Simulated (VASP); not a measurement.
Input of a VASP 6.6.1 run:

POSCAR

```
Hf
1.0
    4.5272522441      0.0000000000      0.0000000000
   -2.2636261221      3.9207154527      0.0000000000
    0.0000000000      0.0000000000      2.8320539501
Hf
3
Direct
    0.6666666667      0.3333333333      0.5000000000
    0.3333333333      0.6666666667      0.5000000000
    0.0000000000      0.0000000000      0.0000000000
```

Contents of INCAR.step1:

```
PREC = Accurate
ENCUT = 520
ISMEAR = 0
SIGMA = 0.05
LREAL = F
LASPH = T
NELM = 100
NBANDS = 22
GGA = PE
ALGO = Normal
EDIFF = 1E-4
LWAVE = T
LCHARG = F
```

Contents of INCAR.step2:

```
PREC = Accurate
ENCUT = 520
EDIFF = 1E-6
ISMEAR = 0
SIGMA = 0.05
LREAL = F
LASPH = T
NELM = 100
ALGO = Normal
ISIF = 2
LWAVE = F
LCHARG = T
METAGGA = R2SCAN
LMIXTAU = T
LELF = T
LVHAR = T
NBANDS = 22
ISTART = 1
```

Contents of KPOINTS:

```
regular mesh
0
Gamma
  10 10 14
```

Potentials or basis: VASP PAW PBE potentials, release 64 (Hf_pv).

The run is started by

```bash
$ cat potpaw_PBE.64/Hf_pv/POTCAR > POTCAR
$ cp INCAR.step1 INCAR
$ mpirun -np 1 vasp_std > vasp.out
$ cp INCAR.step2 INCAR
$ mpirun -np 1 vasp_std > vasp.out
```

(1) Estimate the pressure.

(2) Estimate the band gap on the k mesh.

Answers

(1) 48.8 GPa.

(2) zero (bands 15 and 16 overlap by 1.12 eV).

Caveat: the cell stands under pressure; the PAW data sets were made with another functional, which shifts forces and pressure a little; spin-orbit coupling is left out, which moves the levels of the heavy elements.
